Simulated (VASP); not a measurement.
A run of VASP 6.6.1 is set up as follows.

Contents of INCAR:

```
SYSTEM = GeS
ALGO = Normal
EDIFF = 1E-6
ENCUT = 500
GGA = PE
GGA_COMPAT = .FALSE.
ISIF = 2
ISMEAR = -1
LASPH = .TRUE.
LCHARG = .FALSE.
LREAL = .FALSE.
LWAVE = .FALSE.
NBANDS = 50
NELM = 120
PREC = Accurate
SIGMA = 0.02
```

File KPOINTS:

```
k-points
0
G
  5 12 10
  0 0 0
```

The input POSCAR:

```
GeS
1.0
   10.4700000000      0.0000000000      0.0000000000
    0.0000000000      3.6410000000      0.0000000000
    0.0000000000      0.0000000000      4.3829400000
Ge S
4 4
Direct
    0.6215095479      0.2500000000      0.3676622462
    0.8784904521      0.7500000000      0.8676622462
    0.1215095479      0.2500000000      0.1323377538
    0.3784904521      0.7500000000      0.6323377538
    0.8499397348      0.2500000000      0.4994734964
    0.6500602652      0.7500000000     -0.0005265036
    0.3499397348      0.2500000000      1.0005265036
    0.1500602652      0.7500000000      0.5005265036
```

Potentials or basis: VASP PAW PBE potentials, release 64 (Ge_d, S).

The run is started by

```console
$ cat potpaw_PBE.64/Ge_d/POTCAR potpaw_PBE.64/S/POTCAR > POTCAR
$ mpirun -np 1 vasp_std > vasp.out
```

Problem. Estimate the largest force.

Solution. 0.017 eV/Å.

Problem. Estimate the band gap on the k mesh.

Solution. 1.19 eV (least direct gap 1.24 eV).

Stress tensor (GPa, compression positive):
```
1.42 0.00 0.00
0.00 1.42 0.00
0.00 0.00 0.88
```

Caveat: the cell differs from its parent crystal (z stretched by +2 %, then relaxed in part). A k mesh can miss the band edges.
